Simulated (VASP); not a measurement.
The system is TlBr.

```xyz
2
Lattice="3.9462 0.0000 0.0000 0.0000 3.9462 0.0000 0.0000 0.0000 3.9462" Properties=species:S:1:pos:R:3 pbc="T T T"
Tl    0.0000    0.0000    0.0000
Br    1.9731    1.9731    1.9731
```

Program: VASP 6.6.1. Alike in all runs: task single point; potentials or basis VASP PAW PBE potentials, release 64 (Tl_d, Br); no spin polarisation; cell as given; k mesh 4 × 4 × 4; smearing gaussian 0.01 eV.

Order these runs on this cell by their band gap on the k mesh, lowest first.
A. level HSE06; cutoff (eV) 400; grid for exact exchange (PRECFOCK) Normal; share of exact exchange 0.25; screening parameter 0.2079 1/Å
B. level PBE; cutoff (eV) 500
C. level PBE0; cutoff (eV) 400; grid for exact exchange (PRECFOCK) Normal; share of exact exchange 0.25
D. level r2SCAN; cutoff (eV) 550

B (1.78 eV), D (2.23 eV), A (2.47 eV), C (3.14 eV).

Caveats: spin-orbit coupling is left out, which moves the levels of the heavy elements.

A k mesh can miss the band edges.
